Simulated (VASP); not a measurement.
CuO: single point with PBE

CuO:

```
Cu O
1.0
     2.87950    0.00000    0.00000
     0.03907    2.87928    0.00000
     0.01750    0.01724    5.17634
Cu O
2 2
Direct
  0.98699 0.50655 0.99987
  0.48639 0.00099 0.50254
  0.99593 0.99062 0.74703
  0.00004 0.99172 0.25001
```

This cell differs from its parent crystal: atoms moved at random.

```
Program                : VASP 6.6.1
Task                   : single point
Functional             : PBE
Potentials or basis    : VASP PAW PBE potentials, release 64 (Cu, O)
Cutoff                 : 520 eV
k mesh                 : 9 × 9 × 5
Occupations            : fermi-dirac, width 0.05 eV
Spin                   : no spin polarisation
Dipole correction      : no
Further INCAR settings : ALGO = Normal; EDIFF = 1e-07; NBANDS = 25
```

The pressure is 6.9 GPa. The largest force is 0.698 eV/Å and the band gap on the k mesh is zero (band 17 reaches 5.90 eV, above the bottom of band 18 at 4.99 eV).

Forces on the atoms (eV/Å):
```
Cu   0.115 -0.689 -0.014
Cu   0.553 -0.106 -0.334
O   -0.346  0.417  0.299
O   -0.322  0.377  0.048
```

Stress tensor (GPa, compression positive):
```
 7.60  0.10 -0.10
 0.10  6.96 -0.25
-0.10 -0.25  6.27
```

Levels at points of the mesh, in eV from the Fermi level:
| k point | band 14 | band 15 | band 16 | band 17 | band 18 | band 19 | band 20 | band 21 |
| --- | --- | --- | --- | --- | --- | --- | --- | --- |
| (0.00, 0.00, 0.00) | -2.39 | -2.34 | -2.03 | 0.65 | 0.71 | 1.52 | 6.25 | 7.36 |

Run time: 3 min on 1 thread of Intel(R) Xeon(R) Platinum 8488C (Sapphire Rapids) (shared host), peak memory 0.29 GiB.

Caveat: the cell differs from its parent crystal (atoms moved at random); semilocal functionals often make such compounds metallic where correlation or magnetic order opens a gap, which also shifts bond lengths.
